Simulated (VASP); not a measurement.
Crystal: Hf2Si.

```
Hf Si
1.0
     0.00000    3.79349    3.79349
     3.79349    0.00000    3.79349
     3.79349    3.79349    0.00000
Hf Si
4 2
Direct
  0.12500 0.12500 0.12500
  0.62500 0.12500 0.12500
  0.12500 0.12500 0.62500
  0.12500 0.62500 0.12500
  0.50000 0.50000 0.50000
  0.75000 0.75000 0.75000
```

The cell was built from a structure type or drawn by symmetry, and may not be a known phase.

| Property | Result |
| --- | --- |
| Program | VASP 6.6.1 |
| Task | relaxation of cell and atoms |
| Functional | PBE |
| Potentials or basis | VASP PAW PBE potentials, release 64 (Hf_pv, Si) |
| Cutoff | 500 eV |
| k mesh | 4 × 4 × 4 |
| Occupations | gaussian, width 0.1 eV |
| Spin | no spin polarisation |

At the start: pressure 13.7 GPa; volume 18.20 Å³/atom.

Question: How do energy, volume and symmetry change on relaxing?

Answer: Over 3 steps the energy falls by 90.4 meV/atom and the volume is 20.63 Å³/atom (+13.4 %); space group Fd-3m (No. 227, to 0.1 Å) before and after.

Step by step:
| step | energy change (eV) | largest force (eV/Å) | pressure (GPa) | volume (Å³) |
| --- | --- | --- | --- | --- |
| 1 | 0.0000 | 0.0000 | 13.69 | 109.18 |
| 2 | -0.3078 | 0.0000 | -5.95 | 135.64 |
| 3 | -0.5423 | 0.0000 | 0.04 | 123.78 |

Final structure:
```yaml
crystal:
  lattice:
    - [0.00000, 3.95560, 3.95560]
    - [3.95560, 0.00000, 3.95560]
    - [3.95560, 3.95560, 0.00000]
  atoms:
    - { symbol: Hf, position: [0.12500, 0.12500, 0.12500] }
    - { symbol: Hf, position: [0.62500, 0.12500, 0.12500] }
    - { symbol: Hf, position: [0.12500, 0.12500, 0.62500] }
    - { symbol: Hf, position: [0.12500, 0.62500, 0.12500] }
    - { symbol: Si, position: [0.50000, 0.50000, 0.50000] }
    - { symbol: Si, position: [0.75000, 0.75000, 0.75000] }
```
